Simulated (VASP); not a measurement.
B6N:

```
B N
1.0
     2.72850    1.57530    4.16667
    -2.72850    1.57530    4.16667
     0.00000   -3.15060    4.16667
B N
12 2
Direct
  0.66800 0.20500 0.20500
  0.20500 0.20500 0.66800
  0.20500 0.66800 0.20500
  0.99900 0.32600 0.99900
  0.99900 0.99900 0.32600
  0.32600 0.99900 0.99900
  0.79500 0.33200 0.79500
  0.33200 0.79500 0.79500
  0.79500 0.79500 0.33200
  0.67400 0.00100 0.00100
  0.00100 0.67400 0.00100
  0.00100 0.00100 0.67400
  0.37700 0.37700 0.37700
  0.62300 0.62300 0.62300
```

| Property | Result |
| --- | --- |
| Program | VASP 6.6.1 |
| Task | relaxation of cell and atoms |
| Functional | PBE |
| Potentials or basis | VASP PAW PBE potentials, release 64 (B, N) |
| Cutoff | 600 eV |
| k mesh | 4 × 4 × 4 |
| Occupations | gaussian, width 0.2 eV |
| Spin | no spin polarisation |

At the start: pressure -3.9 GPa; volume 7.68 Å³/atom.

Problem. Where does the relaxation end?

Solution. Over 7 steps the energy falls by 30.5 meV/atom and the volume is 7.45 Å³/atom (-2.9 %); space group R-3m (No. 166, to 0.1 Å) before and after.

Step by step:
```
step  energy change (eV)  largest force (eV/Å)  pressure (GPa)  volume (Å³)
   1              0.0000                1.5821           -3.89       107.46
   2             -0.3684                0.8896           -0.74       104.57
   3             -0.4054                0.2922           -1.80       105.18
   4             -0.4054                0.2871           -1.74       105.14
   5             -0.4220                0.1230            1.38       103.76
   6             -0.4235                0.1155            0.68       104.06
   7             -0.4266                0.0511            0.08       104.35
```

Final structure:
```cif
data_structure
_symmetry_space_group_name_H-M 'P 1'
_symmetry_Int_Tables_number 1
_cell_length_a 5.1429
_cell_length_b 5.1429
_cell_length_c 5.1429
_cell_angle_alpha 63.850
_cell_angle_beta 63.850
_cell_angle_gamma 63.850
_cell_volume 104.35
loop_
_atom_site_label
_atom_site_type_symbol
_atom_site_fract_x
_atom_site_fract_y
_atom_site_fract_z
_atom_site_occupancy
B1 B 0.67130 0.20383 0.20383 1
B2 B 0.20383 0.20383 0.67130 1
B3 B 0.20383 0.67130 0.20383 1
B4 B 0.00088 0.33525 0.00088 1
B5 B 0.00088 0.00088 0.33525 1
B6 B 0.33525 0.00088 0.00088 1
B7 B 0.79617 0.32870 0.79617 1
B8 B 0.32870 0.79617 0.79617 1
B9 B 0.79617 0.79617 0.32870 1
B10 B 0.66475 0.99912 0.99912 1
B11 B 0.99912 0.66475 0.99912 1
B12 B 0.99912 0.99912 0.66475 1
N1 N 0.37407 0.37407 0.37407 1
N2 N 0.62593 0.62593 0.62593 1
```

Caveat: the relaxation stopped at a loose force limit of 0.08 eV/Å, so its end isn't a converged minimum.
